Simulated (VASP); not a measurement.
The system is Al3BN2.

```
Al B N
1.0
     4.92175    0.00000    0.00000
    -2.46088    4.26236    0.00000
     0.00000    0.00000    3.63512
Al B N
3 1 2
Direct
  0.00000 0.50000 0.99502
  0.50000 0.00000 0.99502
  0.50000 0.50000 0.99502
  0.00000 0.00000 0.19263
  0.66667 0.33333 0.49615
  0.33333 0.66667 0.49615
```

The cell was generated, and may not be a known phase.

| Item | Value |
| --- | --- |
| Program | VASP 6.6.1 |
| Task | relaxation of cell and atoms |
| Functional | PBE |
| Potentials or basis | VASP PAW PBE potentials, release 64 (Al, B, N) |
| Cutoff | 600 eV |
| k mesh | 3 × 3 × 3 |
| Occupations | gaussian, width 0.15 eV |
| Spin | no spin polarisation |

At the start: pressure -10.4 GPa; volume 12.71 Å³/atom.

Question: Where does the relaxation end?

Answer: Over 8 steps the energy falls by 1010.1 meV/atom and the volume is 10.37 Å³/atom (-18.4 %); space group P6mm (No. 183, to 0.1 Å) before, P6/mmm (No. 191, to 0.1 Å).

Step by step:
```
step  energy change (eV)  largest force (eV/Å)  pressure (GPa)  volume (Å³)
   1              0.0000                2.7891          -10.40        76.26
   2             -5.1015                2.7004           -8.78        66.07
   3             -5.5630                2.3462           -2.17        63.17
   4             -5.5721                2.2448           -0.29        62.55
   5             -5.8684                1.4417            1.26        61.82
   6             -6.0282                0.1799            3.76        60.90
   7             -6.0294                0.0735           -4.18        63.61
   8             -6.0606                0.0511           -0.45        62.25
```

Final structure:
```xyz
6
Lattice="5.1191 0.0000 0.0000 -2.5595 4.4333 0.0000 0.0000 0.0000 2.7429" Properties=species:S:1:pos:R:3 pbc="T T T"
Al   -1.2798    2.2166    0.0768
Al    2.5595    0.0000    0.0768
Al    1.2798    2.2166    0.0768
B     2.5595    4.4333    0.0835
N     2.5595    1.4778    1.4476
N     0.0000    2.9555    1.4476
```

Caveat: the k points lie up to 0.76 Å⁻¹ apart in the final cell; the volume moved by over 15 % at a fixed basis, so the end points are rough; the relaxation stopped at a loose force limit of 0.08 eV/Å, so its end isn't a converged minimum.
